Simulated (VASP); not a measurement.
Here is a VASP 6.6.1 calculation.

File INCAR:

```
PREC = Accurate
ENCUT = 520
EDIFF = 1E-7
ISMEAR = -1
SIGMA = 0.15
LREAL = False
LASPH = True
NELM = 80
ALGO = Normal
ISIF = 2
LWAVE = False
LCHARG = False
GGA = PS
NBANDS = 12
```

The input KPOINTS:

```
regular mesh
0
Gamma
  8 8 8
```

File POSCAR:

```
Sb
1.0
    2.0989395572      1.2118233672      3.6615982063
   -2.0989395572      1.2118233672      3.6615982063
    0.0000000000     -2.4236467344      3.6615982063
Sb
2
Direct
    0.2334900000      0.2334900000      0.2334900000
    0.7665100000      0.7665100000      0.7665100000
```

Potentials or basis: VASP PAW PBE potentials, release 64 (Sb).

Launch:

```console
$ cat potpaw_PBE.64/Sb/POTCAR > POTCAR
$ mpirun -np 1 vasp_std > vasp.out
```

Estimate the pressure.

5.7 GPa.

Estimate the largest force.

0.675 eV/Å.

Predict the band gap on the k mesh.

zero (band 5 reaches 8.24 eV, above the bottom of band 6 at 7.94 eV).

Stress tensor (GPa, compression positive):
```
6.14 0.00 0.00
0.00 6.14 0.00
0.00 0.00 4.79
```

Caveat: the PAW data sets were made with another functional, which shifts forces and pressure a little; spin-orbit coupling is left out, which moves the levels of the heavy elements.
